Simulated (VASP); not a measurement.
# Cr (Im-3m) in VASP: further runs

Cr is run at these levels: PBE; tasks: single point.

All numbers are computed with VASP 6.6.1; they aren't measurements. Logs are shortened: lines on timing, memory, paths and dates and some standing lists are left out, and cuts for length are marked.

## 1. The cell of the first run

It takes space group Im-3m (No. 229, cubic). Conventional cell: a = 2.848 Å, b = 2.848 Å, c = 2.848 Å, α = 90.00°, β = 90.00°, γ = 90.00°. Within 3.3 Å of Cr (site symmetry m-3m) lie 14 Cr at 2.47 to 2.85 Å.

## 2. Single point, PBE, collinear spin, ferromagnetic start

Contents of INCAR:

```
SYSTEM = Cr
PREC = Accurate ; ENCUT = 520
EDIFF = 1E-6 ; ISMEAR = -1
SIGMA = 0.01 ; LREAL = .False.
LASPH = .True. ; NELM = 150
ALGO = Normal ; ISIF = 2
LWAVE = .False. ; LCHARG = .True.
ISPIN = 2 ; MAGMOM = 1.5
LORBIT = 11 ; LMAXMIX = 4
GGA = PE ; LELF = .True.
LVHAR = .True. ; NBANDS = 16
```

Contents of KPOINTS:

```
regular mesh
0
Gamma
  15 15 15
  0 0 0
```

Contents of POSCAR:

```
Cr
1.0
   -1.4240148648      1.4240148648      1.4240148648
    1.4240148648     -1.4240148648      1.4240148648
    1.4240148648      1.4240148648     -1.4240148648
Cr
1
Direct
    0.0000000000      0.0000000000      0.0000000000
```

Potentials or basis: VASP PAW PBE potentials, release 64 (Cr_pv).

The run is started by

```sh
$ cat potpaw_PBE.64/Cr_pv/POTCAR > POTCAR
$ mpirun -np 1 vasp_std > vasp.out
```

OUTCAR:

```text
SYSTEM = Cr
   PREC = Accurate
   ENCUT = 520
   EDIFF = 1E-6
   ISMEAR = -1
   LREAL = .False.
   LASPH = .True.
   NELM = 150
   ISIF = 2
   ISPIN = 2
   LORBIT = 11
   GGA = PE

 ion  position               nearest neighbor table
   1  0.000  0.000  0.000-

  LATTYP: Found a body centered cubic cell.
 ALAT       =     2.8480297296

  Lattice vectors:

 A1 = (  -1.4240148648,   1.4240148648,   1.4240148648)
 A2 = (   1.4240148648,  -1.4240148648,   1.4240148648)
 A3 = (   1.4240148648,   1.4240148648,  -1.4240148648)

Analysis of symmetry for initial positions (statically):
=====================================================================
 Subroutine PRICEL returns:
 Original cell was already a primitive cell.

 Routine SETGRP: Setting up the symmetry group for a
 body centered cubic supercell.

 Subroutine GETGRP returns: Found 48 space group operations
 (whereof 48 operations were pure point group operations)
 out of a pool of 48 trial point group operations.

The static configuration has the point symmetry O_h .

Analysis of symmetry for dynamics (positions and initial velocities):
=====================================================================
 Subroutine PRICEL returns:
 Original cell was already a primitive cell.

 Routine SETGRP: Setting up the symmetry group for a
 body centered cubic supercell.

 Subroutine GETGRP returns: Found 48 space group operations
 (whereof 48 operations were pure point group operations)
 out of a pool of 48 trial point group operations.

The dynamic configuration has the point symmetry O_h .

Analysis of structural, dynamic, and magnetic symmetry:
=====================================================================
 Subroutine PRICEL returns:
 Original cell was already a primitive cell.

 Routine SETGRP: Setting up the symmetry group for a
 body centered cubic supercell.

 Subroutine GETGRP returns: Found 48 space group operations
 (whereof 48 operations were pure point group operations)
 out of a pool of 48 trial point group operations.

The overall configuration has the point symmetry O_h .

 Subroutine INISYM returns: Found 48 space group operations
 (whereof 48 operations are pure point group operations),
 and found     1 'primitive' translations

----------------------------------------------------------------------------------------

                                     Primitive cell

  volume of cell :      11.5506

  direct lattice vectors                    reciprocal lattice vectors
    -1.424014865  1.424014865  1.424014865     0.000000000  0.351119930  0.351119930
     1.424014865 -1.424014865  1.424014865     0.351119930  0.000000000  0.351119930
     1.424014865  1.424014865 -1.424014865     0.351119930  0.351119930  0.000000000

  length of vectors
     2.466466097  2.466466097  2.466466097     0.496558567  0.496558567  0.496558567

  position of ions in fractional coordinates (direct lattice)
     0.000000000  0.000000000  0.000000000

  ion indices of the primitive-cell ions
   primitive index   ion index
                 1           1

----------------------------------------------------------------------------------------

 KPOINTS: regular mesh

Automatic generation of k-mesh.
 Grid dimensions read from file:
 generate k-points for:   15   15   15

 Generating k-lattice:

  Cartesian coordinates                     Fractional coordinates (reciprocal lattice)
     0.000000000  0.023407995  0.023407995     0.066666667  0.000000000  0.000000000
     0.023407995  0.000000000  0.023407995     0.000000000  0.066666667  0.000000000
     0.023407995  0.023407995  0.000000000     0.000000000  0.000000000  0.066666667

  Length of vectors
     0.033103904  0.033103904  0.033103904

  Shift w.r.t. Gamma in fractional coordinates (k-lattice)
     0.000000000  0.000000000  0.000000000

 Subroutine IBZKPT returns following result:
 ===========================================

 Found    120 irreducible k-points:

 Following reciprocal coordinates:
            Coordinates               Weight
  0.000000  0.000000  0.000000      1.000000
  0.066667  0.000000  0.000000     12.000000
  0.133333  0.000000  0.000000     12.000000
  0.200000  0.000000  0.000000     12.000000
  0.266667  0.000000  0.000000     12.000000
  0.333333  0.000000  0.000000     12.000000
[... 16 lines left out ...]
  0.333333  0.200000  0.000000     48.000000
  0.400000  0.200000 -0.000000     24.000000
 [... further k-points ...]
   k-points           NKPTS =    120   k-points in BZ     NKDIM =    120   number of bands    NBANDS=     16
   number of dos      NEDOS =    301   number of ions     NIONS =      1
   total plane-waves  NPLWV =   5832
   dimension x,y,z NGX =    18 NGY =   18 NGZ =   18
   dimension x,y,z NGXF=    36 NGYF=   36 NGZF=   36
   ions per type =               1
   NGX,Y,Z   is equivalent  to a cutoff of  12.13, 12.13, 12.13 a.u.
   NGXF,Y,Z  is equivalent  to a cutoff of  24.26, 24.26, 24.26 a.u.
 SYSTEM =  Cr
   PREC   = accura    normal or accurate (medium, high low for compatibility)
   ISTART =      0    job   : 0-new  1-cont  2-samecut
   ICHARG =      2    charge: 1-file 2-atom 10-const
   ISPIN  =      2    spin polarized calculation?
   LNONCOLLINEAR =      F non collinear calculations
   LSORBIT =      F    spin-orbit coupling
   LASPH  =      T    aspherical Exc in radial PAW
   ENCUT  =  520.0 eV  38.22 Ry    6.18 a.u.   4.59  4.59  4.59*2*pi/ulx,y,z
   NELM   =    150;   NELMIN=  2; NELMDL= -5     # of ELM steps
   EDIFF  = 0.1E-05   stopping-criterion for ELM
   LREAL  =      F    real-space projection
   EDIFFG = 0.1E-04   stopping-criterion for IOM
   NSW    =      0    number of steps for IOM
   IBRION =     -1    ionic relax: 0-MD 1-quasi-New 2-CG
   NFREE  =      0    steps in history (QN), initial steepest desc. (CG)
   ISIF   =      2    stress and relaxation
   ISYM   =      2    0-nonsym 1-usesym 2-fastsym
   POTIM  = 0.5000    time-step for ionic-motion
   TEBEG  =    0.0;   TEEND  =   0.0 temperature during run
   PSTRESS=    0.0 pullay stress
   NELECT =      12.0000    total number of electrons
   NUPDOWN=      -1.0000    fix difference up-down
   EMIN   =  10.00;   EMAX   =-10.00  energy-range for DOS
   EFERMI =   0.00;   METHOD = LEGACY
   ISMEAR =    -1;   SIGMA  =   0.01  broadening in eV -4-tet -1-fermi 0-gaus
   EFERMI_NEDOS =   21; number of points for ismear=-14 and -15
   IALGO  =     38    algorithm
   IMIX   =      4    mixing-type and parameters
     AMIX     =   0.40;   BMIX     =  1.00
     AMIX_MAG =   1.60;   BMIX_MAG =  1.00
  volume/ion in A,a.u.               =      11.55        77.95
  Fermi-wavevector in a.u.,A,eV,Ry     =   1.658062  3.133283 37.404716  2.749169
  Thomas-Fermi vector in A             =   2.745707
   LORBIT       =     11    0 simple, 1 ext, 2 COOP (PROOUT), +10 PAW based schemes
   GGA     = PE    functional components
   LHFCALC =     F    Hartree Fock is set to
   AEXX    =    0.0000 exact exchange contribution
   IVDW    =     0    specifies the selected vdW correction
   LEPSILON=     F    determine dielectric tensor
   LRPA    =     F    only Hartree local field effects (RPA)
 spin polarized calculation
  energy-cutoff  :      520.00
  volume of cell :       11.55
 maximum number of plane-waves:       321
   NGX =  9   NGY =  9   NGZ =  9

 number of electron      12.0000000 magnetization       1.5000000

 number of electron      11.9999994 magnetization      -0.0088570

 Free energy of the ion-electron system (eV)
  ---------------------------------------------------
  ext. energy  EPLUGINS =         0.00000000
  ---------------------------------------------------
  free energy    TOTEN  =        -9.50906460 eV

  energy without entropy =       -9.50845428  energy(sigma->0) =       -9.50875944

 E-fermi :  10.9980     XC(G=0): -13.6711

 val. band max:       10.9905769390   @ k =   0.0667   0.0667   0.0667
 cond. band min:      10.9982732435   @ k =   0.1333   0.0667   0.0000
 fundamental gap:      0.0076963044
 Fermi energy:        10.9980372583

 spin component 1

 k-point     1 :       0.0000    0.0000    0.0000
  band No.  band energies     occupation
      1     -31.7255      1.00000
      2     -31.7255      1.00000
      3     -31.7255      1.00000
      4       3.1177      1.00000
      5      10.0838      1.00000
      6      10.0838      1.00000
[... 8 lines left out ...]
     15      40.7706      0.00000
     16      45.3444      0.00000

 k-point     2 :       0.0667    0.0000    0.0000
  band No.  band energies     occupation
      1     -31.7669      1.00000
      2     -31.7382      1.00000
      3     -31.7257      1.00000
      4       3.3128      1.00000
      5      10.0082      1.00000
      6      10.0707      1.00000
[... 8 lines left out ...]
     15      41.1904      0.00000
     16      43.3562      0.00000

 k-point     3 :       0.1333    0.0000    0.0000
  band No.  band energies     occupation
      1     -31.8832      1.00000
      2     -31.7739      1.00000
      3     -31.7264      1.00000
      4       3.8740      1.00000
      5       9.7996      1.00000
      6      10.0027      1.00000
[... 8 lines left out ...]
     15      40.9298      0.00000
     16      41.1419      0.00000

 k-point     4 :       0.2000    0.0000    0.0000
  band No.  band energies     occupation
      1     -32.0520      1.00000
      2     -31.8264      1.00000
      3     -31.7275      1.00000
      4       4.7167      1.00000
      5       9.5046      1.00000
      6       9.8517      1.00000
[... 8 lines left out ...]
     15      39.8005      0.00000
     16      40.0797      0.00000
[... 324 lines left out ...]
 k-point    22 :       0.2667    0.2000    0.0000
  band No.  band energies     occupation
      1     -32.4670      1.00000
      2     -32.0529      1.00000
      3     -31.8090      1.00000
      4       7.3889      1.00000
      5       8.6941      1.00000
      6       9.4071      1.00000
[... 8 lines left out ...]
     15      40.3991      0.00000
     16      45.3623      0.00000

 k-point    23 :       0.3333    0.2000    0.0000
  band No.  band energies     occupation
      1     -32.5133      1.00000
      2     -32.1185      1.00000
      3     -31.8148      1.00000
      4       7.4632      1.00000
      5       8.6440      1.00000
      6       9.7126      1.00000
[... 8 lines left out ...]
     15      40.3119      0.00000
     16      45.4078      0.00000

 k-point    24 :       0.4000    0.2000   -0.0000
  band No.  band energies     occupation
      1     -32.5280      1.00000
      2     -32.1435      1.00000
      3     -31.8166      1.00000
      4       7.4428      1.00000
      5       8.6345      1.00000
      6       9.8611      1.00000
[... 8 lines left out ...]
     15      40.2415      0.00000
     16      45.3307      0.00000

 [... further k-points ...]

 spin component 2

 k-point     1 :       0.0000    0.0000    0.0000
  band No.  band energies     occupation
      1     -31.7342      1.00000
      2     -31.7342      1.00000
      3     -31.7342      1.00000
      4       3.1151      1.00000
      5      10.0743      1.00000
      6      10.0743      1.00000
[... 8 lines left out ...]
     15      40.7702      0.00000
     16      45.3380      0.00000

 k-point     2 :       0.0667    0.0000    0.0000
  band No.  band energies     occupation
      1     -31.7757      1.00000
      2     -31.7469      1.00000
      3     -31.7344      1.00000
      4       3.3103      1.00000
      5       9.9988      1.00000
      6      10.0612      1.00000
[... 8 lines left out ...]
     15      41.1895      0.00000
     16      43.3505      0.00000

 k-point     3 :       0.1333    0.0000    0.0000
  band No.  band energies     occupation
      1     -31.8919      1.00000
      2     -31.7827      1.00000
      3     -31.7351      1.00000
      4       3.8714      1.00000
      5       9.7902      1.00000
      6       9.9935      1.00000
[... 8 lines left out ...]
     15      40.9240      0.00000
     16      41.1376      0.00000

 k-point     4 :       0.2000    0.0000    0.0000
  band No.  band energies     occupation
      1     -32.0606      1.00000
      2     -31.8351      1.00000
      3     -31.7362      1.00000
      4       4.7140      1.00000
      5       9.4954      1.00000
      6       9.8435      1.00000
[... 8 lines left out ...]
     15      39.7990      0.00000
     16      40.0753      0.00000
[... 324 lines left out ...]
 k-point    22 :       0.2667    0.2000    0.0000
  band No.  band energies     occupation
      1     -32.4756      1.00000
      2     -32.0616      1.00000
      3     -31.8177      1.00000
      4       7.3837      1.00000
      5       8.6871      1.00000
      6       9.4005      1.00000
[... 8 lines left out ...]
     15      40.3961      0.00000
     16      45.3586      0.00000

 k-point    23 :       0.3333    0.2000    0.0000
  band No.  band energies     occupation
      1     -32.5219      1.00000
      2     -32.1272      1.00000
      3     -31.8235      1.00000
      4       7.4573      1.00000
      5       8.6364      1.00000
      6       9.7073      1.00000
[... 8 lines left out ...]
     15      40.3091      0.00000
     16      45.4040      0.00000

 k-point    24 :       0.4000    0.2000   -0.0000
  band No.  band energies     occupation
      1     -32.5366      1.00000
      2     -32.1522      1.00000
      3     -31.8253      1.00000
      4       7.4368      1.00000
      5       8.6266      1.00000
      6       9.8562      1.00000
[... 8 lines left out ...]
     15      40.2388      0.00000
     16      45.3268      0.00000

 [... further k-points ...]
[... 5 lines left out ...]
  --------------------------------------------------------------------------------------
  -------------------------------------------------------------------------------------
  Total       -0.0540461     -0.0540461     -0.0540461      0.0000000      0.0000000      0.0000000
  in kB       -7.4967228     -7.4967228     -7.4967228      0.0000000      0.0000000      0.0000000
  external PRESSURE =      -7.4967228 kB  Pullay stress =       0.0000000 kB

 VOLUME and BASIS-vectors are now :
 -----------------------------------------------------------------------------
  energy-cutoff  :      520.00
  volume of cell :       11.55
      direct lattice vectors                 reciprocal lattice vectors
    -1.424014865  1.424014865  1.424014865     0.000000000  0.351119930  0.351119930
     1.424014865 -1.424014865  1.424014865     0.351119930  0.000000000  0.351119930
     1.424014865  1.424014865 -1.424014865     0.351119930  0.351119930  0.000000000

 POSITION                                       TOTAL-FORCE (eV/Angst)
 -----------------------------------------------------------------------------------
      0.00000      0.00000      0.00000         0.000000      0.000000     -0.000000
 -----------------------------------------------------------------------------------
    total drift:                                0.000000      0.000000      0.000000

  FREE ENERGIE OF THE ION-ELECTRON SYSTEM (eV)
  ---------------------------------------------------
  free  energy   TOTEN  =        -9.5090646007 eV

  energy  without entropy=       -9.5084542834  energy(sigma->0) =       -9.50875944

 total charge

# of ion       s       p       d       tot
------------------------------------------
    1        0.440   6.401   4.219  11.060

 magnetization (x)

# of ion       s       p       d       tot
------------------------------------------
    1        0.000  -0.000  -0.008  -0.008
```

Wall time 28 s (1 thread of Intel Xeon 6975P-C, shared host); peak memory 0.14 GiB.

Results:

* Free energy: -9.5091 eV
* Pressure: -0.7 GPa
* Band gap on the k mesh: zero (filled and empty bands overlap)
* Net moment: -0.01 μB per cell
* Valence electrons inside the program's atomic spheres: Cr 11.06

Levels at points of the mesh, in eV from the Fermi level:
Spin up:
```csv
k point,band 3,band 4,band 5,band 6,band 7,band 8,band 9,band 10
"(0.00, 0.00, 0.00)",-42.72,-7.88,-0.91,-0.91,-0.91,1.14,1.14,7.12
```
Spin down:
```tsv
k point	band 3	band 4	band 5	band 6	band 7	band 8	band 9	band 10
(0.00, 0.00, 0.00)	-42.73	-7.88	-0.92	-0.92	-0.92	1.13	1.13	7.11
```

Caveat: the starting moments collapsed, and a magnetic state may lie lower.

## 3. Single point, PBE, collinear spin, ferromagnetic start

Contents of INCAR:

```
  PREC = Accurate
  ENCUT = 520
  EDIFF = 1E-6
  ISMEAR = -1
  SIGMA = 0.03
  LREAL = F
  LASPH = T
  NELM = 150
  ALGO = Normal
  ISIF = 2
  LWAVE = F
  LCHARG = F
  ISPIN = 2
  MAGMOM = 1.5
  LORBIT = 11
  LMAXMIX = 4
  GGA = PE
  NBANDS = 16
```

Contents of KPOINTS:

```
regular mesh
0
Gamma
  15 15 15
```

POSCAR is that of step 2.

Potentials or basis: VASP PAW PBE potentials, release 64 (Cr_pv).

The run is started by

```sh
$ cat potpaw_PBE.64/Cr_pv/POTCAR > POTCAR
$ mpirun -np 1 vasp_std > vasp.out
```

Wall time 29 s (1 thread of Intel Xeon 6975P-C, shared host); peak memory 0.15 GiB.

Results (log left out):

| Property | Result |
| --- | --- |
| Free energy | -9.5109 eV |
| Pressure | -0.7 GPa |
| Band gap on the k mesh | zero (filled and empty bands overlap) |
| Net moment | 0.00 μB per cell |
| Valence electrons inside the program's atomic spheres | Cr 11.06 |

Levels at points of the mesh, in eV from the Fermi level:
Spin up:
| k point | band 4 | band 5 | band 6 | band 7 | band 8 | band 9 |
| --- | --- | --- | --- | --- | --- | --- |
| (0.00, 0.00, 0.00) | -7.87 | -0.91 | -0.91 | -0.91 | 1.14 | 1.14 |
Spin down:
```
           k point  band 4  band 5  band 6  band 7  band 8  band 9
(0.00, 0.00, 0.00)   -7.87   -0.91   -0.91   -0.91    1.14    1.14
```

Caveat: the starting moments collapsed, and a magnetic state may lie lower.

(Part 1 of 2 ends here.)
